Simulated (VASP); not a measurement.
# Ta6F in VASP: a series of runs, part 2 of 2

VASP 6.6.1. The steps go on from the part before.

**3. Single point, LDA, collinear spin**

INCAR

```
PREC = Accurate ; ENCUT = 520
EDIFF = 1E-6 ; ISMEAR = 0
SIGMA = 0.1 ; LREAL = F
LASPH = T ; NELM = 150
ALGO = Normal ; ISIF = 2
LWAVE = F ; LCHARG = F
ISPIN = 2 ; MAGMOM = 0 0 0 0 0 0 1
LORBIT = 11 ; LMAXMIX = 4
LDIPOL = T ; IDIPOL = 3
DIPOL = 0.5 0.5 0.334 ; GGA = CA
NBANDS = 50
```

KPOINTS

```
Automatic mesh
0
Gamma
  6 6 1
```

POSCAR

```
Ta6F
1.0
    4.6002247516      0.0000000000      0.0000000000
   -2.3001123758      3.9839114980      0.0000000000
    0.0000000000      0.0000000000     21.4017722141
Ta F
6 1
Direct
    0.6666666667      0.3333333333      0.1869004099
    0.3333333333      0.6666666667      0.2307760729
    0.0000000000      0.0000000000      0.2746517360
    0.6666666667      0.3333333333      0.3157775353
    0.3333333333      0.6666666667      0.3543568624
    0.0000000000      0.0000000000      0.3925736677
    0.6666666667     -0.6666666667      0.5808758307
```

Potentials or basis: VASP PAW LDA potentials, release 64 (Ta_pv, F).

On the command line:

```console
> cat potpaw_LDA.64/Ta_pv/POTCAR potpaw_LDA.64/F/POTCAR > POTCAR
> mpirun -np 1 vasp_std > vasp.out
```

OUTCAR:

```text
PREC = Accurate
   ENCUT = 520
   EDIFF = 1E-6
   ISMEAR = 0
   LREAL = F
   LASPH = T
   NELM = 150
   ISIF = 2
   ISPIN = 2
   LORBIT = 11
   GGA = CA

 ion  position               nearest neighbor table
   1  0.667  0.333  0.187-   4 2.76   2 2.82   2 2.82   2 2.82   3 3.25   3 3.25   3 3.25
   2  0.333  0.667  0.231-   5 2.64   1 2.82   1 2.82   3 2.82   1 2.82   3 2.82   3 2.82   4 3.22
                             4 3.22   4 3.22
   3  0.000  0.000  0.275-   6 2.52   4 2.80   4 2.80   4 2.80   2 2.82   2 2.82   2 2.82   5 3.16
                             5 3.16   5 3.16   1 3.25   1 3.25   1 3.25
   4  0.667  0.333  0.316-   1 2.76   5 2.78   5 2.78   5 2.78   3 2.80   3 2.80   3 2.80   6 3.12
                             6 3.12   6 3.12   2 3.22   2 3.22   2 3.22
   5  0.333  0.667  0.354-   2 2.64   6 2.78   6 2.78   6 2.78   4 2.78   4 2.78   4 2.78   3 3.16
                             3 3.16   3 3.16
   6  0.000  0.000  0.393-   3 2.52   5 2.78   5 2.78   5 2.78   4 3.12   4 3.12   4 3.12
   7  0.667  0.333  0.581-

  LATTYP: Found a hexagonal cell.
 ALAT       =     4.6002247516
 C/A-ratio  =     4.6523318685

  Lattice vectors:

 A1 = (   4.6002247516,   0.0000000000,   0.0000000000)
 A2 = (  -2.3001123758,   3.9839114980,   0.0000000000)
 A3 = (   0.0000000000,   0.0000000000,  21.4017722141)

Analysis of symmetry for initial positions (statically):
=====================================================================
 Subroutine PRICEL returns:
 Original cell was already a primitive cell.

 Routine SETGRP: Setting up the symmetry group for a
 hexagonal supercell.

 Subroutine GETGRP returns: Found  6 space group operations
 (whereof  6 operations were pure point group operations)
 out of a pool of 24 trial point group operations.

The static configuration has the point symmetry C_3v.

Analysis of symmetry for dynamics (positions and initial velocities):
=====================================================================
 Subroutine PRICEL returns:
 Original cell was already a primitive cell.

 Routine SETGRP: Setting up the symmetry group for a
 hexagonal supercell.

 Subroutine GETGRP returns: Found  6 space group operations
 (whereof  6 operations were pure point group operations)
 out of a pool of 24 trial point group operations.

The dynamic configuration has the point symmetry C_3v.

Analysis of structural, dynamic, and magnetic symmetry:
=====================================================================
 Subroutine PRICEL returns:
 Original cell was already a primitive cell.

 Routine SETGRP: Setting up the symmetry group for a
 hexagonal supercell.

 Subroutine GETGRP returns: Found  6 space group operations
 (whereof  6 operations were pure point group operations)
 out of a pool of 24 trial point group operations.

The overall configuration has the point symmetry C_3v.

 Subroutine INISYM returns: Found  6 space group operations
 (whereof  6 operations are pure point group operations),
 and found     1 'primitive' translations

----------------------------------------------------------------------------------------

                                     Primitive cell

  volume of cell :     392.2279

  direct lattice vectors                    reciprocal lattice vectors
[... 98 lines left out ...]
     AMIX     =   0.40;   BMIX     =  1.00
     AMIX_MAG =   1.60;   BMIX_MAG =  1.00
  volume/ion in A,a.u.               =      56.03       378.13
  Fermi-wavevector in a.u.,A,eV,Ry     =   0.934694  1.766316 11.886778  0.873654
  Thomas-Fermi vector in A             =   2.061525
   LORBIT       =     11    0 simple, 1 ext, 2 COOP (PROOUT), +10 PAW based schemes
   GGA     = CA    functional components
   LHFCALC =     F    Hartree Fock is set to
   AEXX    =    0.0000 exact exchange contribution
   IVDW    =     0    specifies the selected vdW correction
   LEPSILON=     F    determine dielectric tensor
   LRPA    =     F    only Hartree local field effects (RPA)
 spin polarized calculation
 Gauss-broadening in eV      SIGMA  =   0.10
  energy-cutoff  :      520.00
  volume of cell :      392.23
 maximum number of plane-waves:     10669
 NGX is ok and might be reduce to    36
   NGX = 17   NGY = 17   NGZ = 79

 dipolmoment           0.000000      0.000000     -0.032907 electrons x Angstroem

 number of electron      72.9999999 magnetization       0.0000153

 number of electron      72.9999999 magnetization      -0.0000827

 dipolmoment           0.000000      0.000000      0.688704 electrons x Angstroem

 Free energy of the ion-electron system (eV)
  ---------------------------------------------------
  ext. energy  EPLUGINS =         0.00000000
  ---------------------------------------------------
  free energy    TOTEN  =       -70.83664693 eV

  energy without entropy =      -70.72526634  energy(sigma->0) =      -70.78095663

 E-fermi :  -3.1158     XC(G=0):  -5.0135

 val. band max:       -3.1282593032   @ k =   0.3333   0.0000   0.0000
 cond. band min:      -3.0778123011   @ k =   0.3333   0.3333   0.0000
 fundamental gap:      0.0504470021
 Fermi energy:        -3.1157887155

 spin component 1

 k-point     1 :       0.0000    0.0000    0.0000
  band No.  band energies     occupation
      1     -37.6227      1.00000
      2     -37.5262      1.00000
      3     -37.2552      1.00000
      4     -37.2552      1.00000
      5     -37.1823      1.00000
      6     -37.1823      1.00000
[... 346 lines left out ...]
     47      -0.4746      0.00000
     48      -0.2865      0.00000
 Fermi energy:        -3.1157887155

 spin component 2

 k-point     1 :       0.0000    0.0000    0.0000
  band No.  band energies     occupation
      1     -37.6227      1.00000
      2     -37.5262      1.00000
      3     -37.2552      1.00000
      4     -37.2552      1.00000
      5     -37.1823      1.00000
      6     -37.1823      1.00000
[... 346 lines left out ...]
     47      -0.4746      0.00000
     48      -0.2865      0.00000
 [bands above 48 left out]

------------------------ aborting loop because EDIFF is reached ----------------------------------------

 vacuum level on the upper side and lower side of the slab       (xc-potential included)         3.309        -3.321

  FORCE on cell =-STRESS in cart. coord.  units (eV):
  Direction    XX          YY          ZZ          XY          YZ          ZX
  --------------------------------------------------------------------------------------
  -------------------------------------------------------------------------------------
  Total       -5.0274496     -5.0274496     -4.3511891      0.0000000      0.0000000     -0.0000000
  in kB      -20.5361881    -20.5361881    -17.7737911      0.0000000      0.0000000     -0.0000000
  external PRESSURE =     -19.6153891 kB  Pullay stress =       0.0000000 kB

 VOLUME and BASIS-vectors are now :
 -----------------------------------------------------------------------------
  energy-cutoff  :      520.00
  volume of cell :      392.23
      direct lattice vectors                 reciprocal lattice vectors
     4.600224752  0.000000000  0.000000000     0.217380683  0.125504796  0.000000000
    -2.300112376  3.983911498  0.000000000     0.000000000  0.251009592  0.000000000
     0.000000000  0.000000000 21.401772214     0.000000000  0.000000000  0.046725102

 POSITION                                       TOTAL-FORCE (eV/Angst)
 -----------------------------------------------------------------------------------
      2.30011      1.32797      4.00000         0.000000     -0.000000      2.148070
     -0.00000      2.65594      4.93902        -0.000000      0.000000     -0.361986
      0.00000      0.00000      5.87803         0.000000     -0.000000     -2.230157
      2.30011      1.32797      6.75820         0.000000     -0.000000      0.006814
     -0.00000      2.65594      7.58386         0.000000     -0.000000     -0.060802
      0.00000      0.00000      8.40177         0.000000     -0.000000      0.957683
      2.30011      1.32797     12.43177        -0.000000      0.000000     -0.459622
 -----------------------------------------------------------------------------------
    total drift:                               -0.000000      0.000000     -0.001889

  FREE ENERGIE OF THE ION-ELECTRON SYSTEM (eV)
  ---------------------------------------------------
  free  energy   TOTEN  =       -70.8366469277 eV

  energy  without entropy=      -70.7252663395  energy(sigma->0) =      -70.78095663

 vacuum level on the upper side and lower side of the slab         7.425         0.625

 total charge

# of ion       s       p       d       tot
------------------------------------------
    1        0.395   6.012   2.426   8.833
    2        0.401   6.113   2.552   9.066
    3        0.391   6.175   2.508   9.074
    4        0.381   6.180   2.454   9.015
    5        0.412   6.121   2.585   9.119
    6        0.412   6.028   2.512   8.952
    7        1.744   4.087   0.000   5.830
--------------------------------------------------
tot          4.136  40.715  15.038  59.889

 magnetization (x)

# of ion       s       p       d       tot
------------------------------------------
    1       -0.000  -0.000  -0.000  -0.000
    2       -0.000  -0.000  -0.000  -0.000
    3        0.000   0.000   0.000   0.000
    4       -0.000  -0.000  -0.000  -0.000
    5        0.000   0.000   0.000   0.000
    6        0.000   0.000   0.000   0.000
    7       -0.000  -0.000   0.000  -0.000
--------------------------------------------------
tot         -0.000  -0.000  -0.000  -0.000
```

It took 31 min on 1 thread of Intel Xeon 8259CL, shared host; peak memory 0.55 GiB.

Results:

- Free energy: -70.8366 eV
- Largest force: 2.230 eV/Å
- Band gap on the k mesh: 0.05 eV (least direct gap 0.11 eV)
- Net moment: 0.00 μB per cell
- Valence electrons inside the program's atomic spheres: Ta 8.83, 9.07, 9.02, 9.12, 8.95 (each value once); F 5.83

Forces on the atoms (eV/Å):
```
Ta   0.000  0.000  2.148
Ta   0.000  0.000 -0.362
Ta   0.000  0.000 -2.230
Ta   0.000  0.000  0.007
Ta   0.000  0.000 -0.061
Ta   0.000  0.000  0.958
F    0.000  0.000 -0.460
```

Caveat: spin-orbit coupling is left out, which moves the levels of the heavy elements.
